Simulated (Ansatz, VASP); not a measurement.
One calculation of Al, two programs

```
CELL_PARAMETERS angstrom
-1.71559 1.71559 1.38965
1.71559 -1.71559 1.38965
1.71559 1.71559 -1.38965
ATOMIC_POSITIONS crystal
Al 0.00000 0.00000 0.00000
```

Alike in both runs: functional r2SCAN; k mesh 18 × 18 × 18; occupations gaussian, width 0.1 eV; no spin polarisation.

Ansatz relaxed the structure, and its values are those at the end. VASP's run is a single point on that final structure, the one shown.

```csv
,VASP,Ansatz
version,VASP 6.6.1,Ansatz 0.2.0
potentials or method,"VASP PAW PBE potentials, release 64 (Al), cutoff 520 eV","scalar-relativistic, plane waves, PAW"
valence electrons in the cell,3,3
```

Ansatz gave:

| Item | Value |
| --- | --- |
| gap on the k mesh at the Fermi level (eV) | none |
| pressure (GPa) | 0.0 |

Question: Estimate VASP's values.

Answer: gap on the k mesh at the Fermi level (eV): none; pressure (GPa): -0.3.

VASP's potentials were made for PBE, not for r2SCAN. A gap of «none» marks a metal or a gap that the smearing closes.
